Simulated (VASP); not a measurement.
# SnO (P1) in VASP: notebook

The runs below take SnO through single point, with r2SCAN.

Everything below comes from runs of VASP 6.6.1. Logs are shortened: lines on timing, memory, paths and dates and some standing lists are left out, and cuts for length are marked.

### Step 1. The cell of the first run

The typed cell holds 4 atoms: a = 3.354 Å, b = 5.890 Å, c = 3.832 Å, α = 92.34°, β = 95.85°, γ = 93.06°.

### Step 2. Single point, r2SCAN (atoms moved at random and the cell strained at random)

The input, POSCAR:

```
SnO
1.0
    3.3485751476     -0.0930069602     -0.1640595620
   -0.1572966850      5.8868647765     -0.1160759579
   -0.2064541034     -0.0863694448      3.8255368392
Sn O
2 2
Direct
    0.0058135511      0.2438957269      0.5115597481
    0.5130660317      0.7673865921      0.0119021892
   -0.0022458249      0.8940688684      0.7260482938
    0.4833662421      0.0946488126      0.2504917690
```

The input, INCAR.step1:

```
ALGO = Normal
EDIFF = 1E-4
ENCUT = 520
GGA = PE
ISMEAR = 0
LASPH = True
LCHARG = False
LREAL = False
LWAVE = True
NBANDS = 28
NELM = 80
PREC = Accurate
SIGMA = 0.05
```

The input, INCAR.step2:

```
ALGO = Normal
EDIFF = 1E-6
ENCUT = 520
ISIF = 2
ISMEAR = 0
ISTART = 1
LASPH = True
LCHARG = True
LELF = True
LMIXTAU = True
LREAL = False
LVHAR = True
LWAVE = False
METAGGA = R2SCAN
NBANDS = 28
NELM = 80
PREC = Accurate
SIGMA = 0.05
```

The input, KPOINTS:

```
k-points
0
Gamma
  8 6 6
```

Potentials or basis: VASP PAW PBE potentials, release 64 (Sn_d, O).

Run with:

```bash
> cat potpaw_PBE.64/Sn_d/POTCAR potpaw_PBE.64/O/POTCAR > POTCAR
> cp INCAR.step1 INCAR
> mpirun -np 1 vasp_std > vasp.out
> cp INCAR.step2 INCAR
> mpirun -np 1 vasp_std > vasp.out
```

OUTCAR:

```text
EDIFF = 1E-6
   ENCUT = 520
   ISIF = 2
   ISMEAR = 0
   ISTART = 1
   LASPH = True
   LREAL = False
   METAGGA = R2SCAN
   NELM = 80
   PREC = Accurate

 ion  position               nearest neighbor table
   1  0.006  0.244  0.512-   4 2.06   4 2.18   3 2.25   2 3.56
   2  0.513  0.767  0.012-   4 2.11   3 2.14   3 2.17   1 3.56
   3  0.998  0.894  0.726-   2 2.14   2 2.17   1 2.25
   4  0.483  0.095  0.250-   1 2.06   2 2.11   1 2.18

  LATTYP: Found a triclinic cell.
 ALAT       =     3.8320771242
 B/A-ratio  =     1.8675754131
 C/A-ratio  =     0.8752124309
 COS(alpha) =     0.0106535604
 COS(beta)  =     0.1019978278
 COS(gamma) =     0.5690005055

  Lattice vectors:

 A1 = (   0.2064541034,   0.0863694448,  -3.8255368392)
 A2 = (   0.0491574184,   5.9732342213,  -3.9416127971)
 A3 = (   3.3485751476,  -0.0930069602,  -0.1640595620)

Analysis of symmetry for initial positions (statically):
=====================================================================
 Subroutine PRICEL returns:
 Original cell was already a primitive cell.

 Routine SETGRP: Setting up the symmetry group for a
 triclinic supercell.

 Subroutine GETGRP returns: Found  1 space group operations
 (whereof  1 operations were pure point group operations)
 out of a pool of  2 trial point group operations.

The static configuration has the point symmetry C_1 .

Analysis of symmetry for dynamics (positions and initial velocities):
=====================================================================
 Subroutine PRICEL returns:
 Original cell was already a primitive cell.

 Routine SETGRP: Setting up the symmetry group for a
 triclinic supercell.

 Subroutine GETGRP returns: Found  1 space group operations
 (whereof  1 operations were pure point group operations)
 out of a pool of  2 trial point group operations.

The dynamic configuration has the point symmetry C_1 .

 Subroutine INISYM returns: Found  1 space group operations
 (whereof  1 operations are pure point group operations),
 and found     1 'primitive' translations

----------------------------------------------------------------------------------------

                                     Primitive cell

  volume of cell :      75.1179

  direct lattice vectors                    reciprocal lattice vectors
     3.348575148 -0.093006960 -0.164059562     0.299667393  0.008329685  0.016360316
    -0.157296685  5.886864777 -0.116075958     0.004925206  0.170082266  0.004105761
    -0.206454103 -0.086369445  3.825536839     0.013000790  0.005517925  0.262227418

  length of vectors
     3.353881535  5.890109742  3.832077124     0.300229229  0.170203091  0.262607476

  position of ions in fractional coordinates (direct lattice)
     0.005813551  0.243895727  0.511559748
     0.513066032  0.767386592  0.011902189
     0.997754175  0.894068868  0.726048294
     0.483366242  0.094648813  0.250491769

  ion indices of the primitive-cell ions
   primitive index   ion index
                 1           1
                 2           2
                 3           3
                 4           4

----------------------------------------------------------------------------------------

 KPOINTS: k-points

Automatic generation of k-mesh.
 Grid dimensions read from file:
 generate k-points for:    8    6    6

 Generating k-lattice:

  Cartesian coordinates                     Fractional coordinates (reciprocal lattice)
     0.037458424  0.001041211  0.002045040     0.125000000  0.000000000  0.000000000
     0.000820868  0.028347044  0.000684293     0.000000000  0.166666667  0.000000000
     0.002166798  0.000919654  0.043704570     0.000000000  0.000000000  0.166666667

  Length of vectors
     0.037528654  0.028367182  0.043767913

  Shift w.r.t. Gamma in fractional coordinates (k-lattice)
     0.000000000  0.000000000  0.000000000

 Subroutine IBZKPT returns following result:
 ===========================================

 Found    148 irreducible k-points:

 Following reciprocal coordinates:
            Coordinates               Weight
  0.000000  0.000000  0.000000      1.000000
  0.125000 -0.000000  0.000000      2.000000
  0.250000 -0.000000  0.000000      2.000000
  0.375000 -0.000000  0.000000      2.000000
  0.500000 -0.000000  0.000000      1.000000
  0.000000  0.166667 -0.000000      2.000000
[... 16 lines left out ...]
  0.125000  0.500000 -0.000000      2.000000
  0.250000  0.500000 -0.000000      2.000000
 [... further k-points ...]
   k-points           NKPTS =    148   k-points in BZ     NKDIM =    148   number of bands    NBANDS=     28
   number of dos      NEDOS =    301   number of ions     NIONS =      4
   total plane-waves  NPLWV =  40320
   dimension x,y,z NGX =    28 NGY =   48 NGZ =   30
   dimension x,y,z NGXF=    56 NGYF=   96 NGZF=   60
   ions per type =               2   2
   NGX,Y,Z   is equivalent  to a cutoff of  13.88, 13.55, 13.01 a.u.
   NGXF,Y,Z  is equivalent  to a cutoff of  27.76, 27.10, 26.03 a.u.
 SYSTEM =  unknown system
   PREC   = accura    normal or accurate (medium, high low for compatibility)
   ISTART =      1    job   : 0-new  1-cont  2-samecut
   ICHARG =      0    charge: 1-file 2-atom 10-const
   ISPIN  =      1    spin polarized calculation?
   LNONCOLLINEAR =      F non collinear calculations
   LSORBIT =      F    spin-orbit coupling
   LASPH  =      T    aspherical Exc in radial PAW
   ENCUT  =  520.0 eV  38.22 Ry    6.18 a.u.   6.24 10.95  7.13*2*pi/ulx,y,z
   NELM   =     80;   NELMIN=  2; NELMDL=  0     # of ELM steps
   EDIFF  = 0.1E-05   stopping-criterion for ELM
   LREAL  =      F    real-space projection
   EDIFFG = 0.1E-04   stopping-criterion for IOM
   NSW    =      0    number of steps for IOM
   IBRION =     -1    ionic relax: 0-MD 1-quasi-New 2-CG
   NFREE  =      0    steps in history (QN), initial steepest desc. (CG)
   ISIF   =      2    stress and relaxation
   ISYM   =      2    0-nonsym 1-usesym 2-fastsym
   POTIM  = 0.5000    time-step for ionic-motion
   TEBEG  =    0.0;   TEEND  =   0.0 temperature during run
   PSTRESS=    0.0 pullay stress
   NELECT =      40.0000    total number of electrons
   NUPDOWN=      -1.0000    fix difference up-down
   EMIN   =  10.00;   EMAX   =-10.00  energy-range for DOS
   EFERMI =   0.00;   METHOD = LEGACY
   ISMEAR =     0;   SIGMA  =   0.05  broadening in eV -4-tet -1-fermi 0-gaus
   EFERMI_NEDOS =   21; number of points for ismear=-14 and -15
   IALGO  =     38    algorithm
   IMIX   =      4    mixing-type and parameters
     AMIX     =   0.40;   BMIX     =  1.00
     AMIX_MAG =   1.60;   BMIX_MAG =  1.00
  volume/ion in A,a.u.               =      18.78       126.73
  Fermi-wavevector in a.u.,A,eV,Ry     =   1.326927  2.507528 23.956251  1.760735
  Thomas-Fermi vector in A             =   2.456277
   LORBIT       =      0    0 simple, 1 ext, 2 COOP (PROOUT), +10 PAW based schemes
   METAGGA = R2SCAN    functional components
   LHFCALC =     F    Hartree Fock is set to
   AEXX    =    0.0000 exact exchange contribution
   IVDW    =     0    specifies the selected vdW correction
   LEPSILON=     F    determine dielectric tensor
   LRPA    =     F    only Hartree local field effects (RPA)
 non-spin polarized calculation
 Gauss-broadening in eV      SIGMA  =   0.05
  energy-cutoff  :      520.00
  volume of cell :       75.12
 maximum number of plane-waves:      2046
 NGX is ok and might be reduce to    28
   NGX = 13   NGY = 21   NGZ = 15

 number of electron      39.9999999 magnetization

 Free energy of the ion-electron system (eV)
  ---------------------------------------------------
  ext. energy  EPLUGINS =         0.00000000
  ---------------------------------------------------
  free energy    TOTEN  =       -66.30527377 eV

  energy without entropy =      -66.30527377  energy(sigma->0) =      -66.30527377

 E-fermi :   5.8707     XC(G=0): -10.5355

 val. band max:        5.5609445757   @ k =   0.0000   0.0000   0.0000
 cond. band min:       7.0278726031   @ k =   0.5000   0.0000   0.5000
 fundamental gap:      1.4669280274
 Fermi energy:         5.8706923507

 k-point     1 :       0.0000    0.0000    0.0000
  band No.  band energies     occupation
      1     -16.6793      2.00000
      2     -16.2669      2.00000
      3     -16.2119      2.00000
      4     -16.1138      2.00000
      5     -16.0948      2.00000
      6     -16.0743      2.00000
[... 20 lines left out ...]
     27      14.7622      0.00000
     28      15.8140      0.00000

 k-point     2 :       0.1250   -0.0000    0.0000
  band No.  band energies     occupation
      1     -16.6824      2.00000
      2     -16.2656      2.00000
      3     -16.2324      2.00000
      4     -16.1129      2.00000
      5     -16.0976      2.00000
      6     -16.0774      2.00000
[... 20 lines left out ...]
     27      14.9349      0.00000
     28      15.9971      0.00000

 k-point     3 :       0.2500   -0.0000    0.0000
  band No.  band energies     occupation
      1     -16.7106      2.00000
      2     -16.3224      2.00000
      3     -16.2252      2.00000
      4     -16.1415      2.00000
      5     -16.0920      2.00000
      6     -16.0609      2.00000
[... 20 lines left out ...]
     27      14.9158      0.00000
     28      16.2099      0.00000

 k-point     4 :       0.3750   -0.0000    0.0000
  band No.  band energies     occupation
      1     -16.7620      2.00000
      2     -16.3872      2.00000
      3     -16.2081      2.00000
      4     -16.1620      2.00000
      5     -16.1043      2.00000
      6     -16.0274      2.00000
[... 578 lines left out ...]
     27      15.2440      0.00000
     28      16.6039      0.00000

 k-point    23 :       0.1250    0.5000   -0.0000
  band No.  band energies     occupation
      1     -16.6772      2.00000
      2     -16.2635      2.00000
      3     -16.2319      2.00000
      4     -16.1169      2.00000
      5     -16.0981      2.00000
      6     -16.0731      2.00000
[... 20 lines left out ...]
     27      14.7212      0.00000
     28      17.1007      0.00000

 k-point    24 :       0.2500    0.5000   -0.0000
  band No.  band energies     occupation
      1     -16.7119      2.00000
      2     -16.3212      2.00000
      3     -16.2255      2.00000
      4     -16.1446      2.00000
      5     -16.0905      2.00000
      6     -16.0599      2.00000
[... 20 lines left out ...]
     27      14.9734      0.00000
     28      16.4403      0.00000

 [... further k-points ...]
[... 5 lines left out ...]
  --------------------------------------------------------------------------------------
  -------------------------------------------------------------------------------------
  Total        0.1364643     -1.2836128      0.8196155      1.2328570      1.3506126      1.9173519
  in kB        2.9106226    -27.3779569     17.4814383     26.2953956     28.8069852     40.8948705
  external PRESSURE =      -2.3286320 kB  Pullay stress =       0.0000000 kB

 VOLUME and BASIS-vectors are now :
 -----------------------------------------------------------------------------
  energy-cutoff  :      520.00
  volume of cell :       75.12
      direct lattice vectors                 reciprocal lattice vectors
     3.348575148 -0.093006960 -0.164059562     0.299667393  0.008329685  0.016360316
    -0.157296685  5.886864777 -0.116075958     0.004925206  0.170082266  0.004105761
    -0.206454103 -0.086369445  3.825536839     0.013000790  0.005517925  0.262227418

 POSITION                                       TOTAL-FORCE (eV/Angst)
 -----------------------------------------------------------------------------------
     -0.12451      1.39106      1.92773         0.509979     -1.082822      0.431283
      1.59488      4.46875     -0.12772        -0.041000      0.308392     -0.271569
      3.05053      5.10776      2.51005        -0.398285      0.161206      0.004299
      1.55199      0.49059      0.86798        -0.070694      0.613224     -0.164013
 -----------------------------------------------------------------------------------
    total drift:                                0.001006      0.000639      0.003682

  FREE ENERGIE OF THE ION-ELECTRON SYSTEM (eV)
  ---------------------------------------------------
  free  energy   TOTEN  =       -66.3052737653 eV

  energy  without entropy=      -66.3052737653  energy(sigma->0) =      -66.30527377
```

Wall time 8.9 min (1 thread of Intel Xeon 6975P-C (Granite Rapids), shared host); peak memory 0.37 GiB.

What came out:

```yaml
Free_energy: -66.3053 eV
Pressure: -0.2 GPa
Largest_force: 1.272 eV/Å
Band_gap_on_the_k_mesh: 1.47 eV, indirect (least direct gap 2.36 eV)
```

Forces on the atoms (eV/Å):
```
Sn   0.510 -1.083  0.431
Sn  -0.041  0.308 -0.272
O   -0.398  0.161  0.004
O   -0.071  0.613 -0.164
```

Caveat: the cell differs from its parent crystal (atoms moved at random and the cell strained at random); the PAW data sets were made with another functional, which shifts forces and pressure a little; spin-orbit coupling is left out, which moves the levels of the heavy elements. A k mesh can miss the band edges.

### Step 3. Single point, r2SCAN (atoms moved at random)

The input, POSCAR:

```
SnO
1.0
    3.3550050000      0.0000000000      0.0000000000
    0.0000000000      5.6741040000      0.0000000000
    0.0000000000      0.0000000000      4.2219700000
Sn O
2 2
Direct
   -0.0326714820      0.2281668933      0.4953072054
    0.4846702207      0.7596073393     -0.0358882953
    0.1978998496      0.8267984094      0.7374873176
    0.3501014117      0.1854273580      0.3030957723
```

The input, INCAR.step1:

```
PREC     = Accurate       # precision mode
ENCUT    = 520            # plane-wave cutoff, eV
ISMEAR   = 0              # smearing method
SIGMA    = 0.05           # smearing width, eV
LREAL    = F              # projectors in reciprocal space
LASPH    = T              # aspherical terms in the spheres
NELM     = 80             # most SCF steps
NBANDS   = 28             # bands
GGA      = PE             # functional
ALGO     = Normal         # electronic algorithm
EDIFF    = 1E-4           # SCF threshold, eV
LWAVE    = T              # write WAVECAR
LCHARG   = F              # write CHGCAR
```

The input, INCAR.step2:

```
PREC     = Accurate       # precision mode
ENCUT    = 520            # plane-wave cutoff, eV
EDIFF    = 1E-6           # SCF threshold, eV
ISMEAR   = 0              # smearing method
SIGMA    = 0.05           # smearing width, eV
LREAL    = F              # projectors in reciprocal space
LASPH    = T              # aspherical terms in the spheres
NELM     = 80             # most SCF steps
ALGO     = Normal         # electronic algorithm
ISIF     = 2              # what is computed and relaxed
LWAVE    = F              # write WAVECAR
LCHARG   = T              # write CHGCAR
METAGGA  = R2SCAN         # meta-GGA
LMIXTAU  = T            
LELF     = T              # ELF
LVHAR    = T            
NBANDS   = 28             # bands
ISTART   = 1
```

The input, KPOINTS:

```
regular mesh
0
Gamma
  8 6 6
```

Potentials or basis: VASP PAW PBE potentials, release 64 (Sn_d, O).

Run with:

```bash
> cat potpaw_PBE.64/Sn_d/POTCAR potpaw_PBE.64/O/POTCAR > POTCAR
> cp INCAR.step1 INCAR
> mpirun -np 1 vasp_std > vasp.out
> cp INCAR.step2 INCAR
> mpirun -np 1 vasp_std > vasp.out
```

Run time: 24 min. Hardware: 1 thread of Oxide Virtual Turin-like, shared host; peak memory 0.36 GiB.

It converged, with:

```yaml
Free_energy: -52.9607 eV
Pressure: 66.1 GPa
Largest_force: 42.447 eV/Å
Band_gap_on_the_k_mesh: 1.30 eV, indirect (least direct gap 1.62 eV)
```

Forces on the atoms (eV/Å):
```
Sn  -19.012   4.331  13.693
Sn   28.641 -11.756  29.038
O   -28.694  11.715 -28.772
O    19.065  -4.291 -13.959
```

Stress tensor (GPa, compression positive):
```
108.71 -28.56  22.56
-28.56  11.03 -16.29
 22.56 -16.29  78.65
```

Levels at points of the mesh, in eV from the valence-band top:
```
           k point  band 18  band 19  band 20  band 21  band 22  band 23
(0.00, 0.00, 0.00)    -4.24    -3.39    -1.06     2.22     3.12     4.74
(0.50, 0.00, 0.00)    -3.75    -1.24    -0.65     1.84     2.68     4.04
(0.00, 0.50, 0.00)    -4.24    -2.53    -1.89     2.82     3.56     4.03
(0.50, 0.50, 0.00)    -4.09    -1.39     0.00     1.62     2.83     4.72
(0.00, 0.00, 0.50)    -4.31    -1.67    -1.32     2.36     2.75     3.48
(0.50, 0.00, 0.50)    -3.96    -1.31    -0.91     2.41     3.04     3.66
(0.00, 0.50, 0.50)    -4.11    -1.87    -1.18     1.30     1.55     5.14
(0.50, 0.50, 0.50)    -3.73    -1.46    -1.26     2.99     3.23     3.84
```

Caveat: the cell differs from its parent crystal (atoms moved at random); the PAW data sets were made with another functional, which shifts forces and pressure a little; spin-orbit coupling is left out, which moves the levels of the heavy elements. A k mesh can miss the band edges.
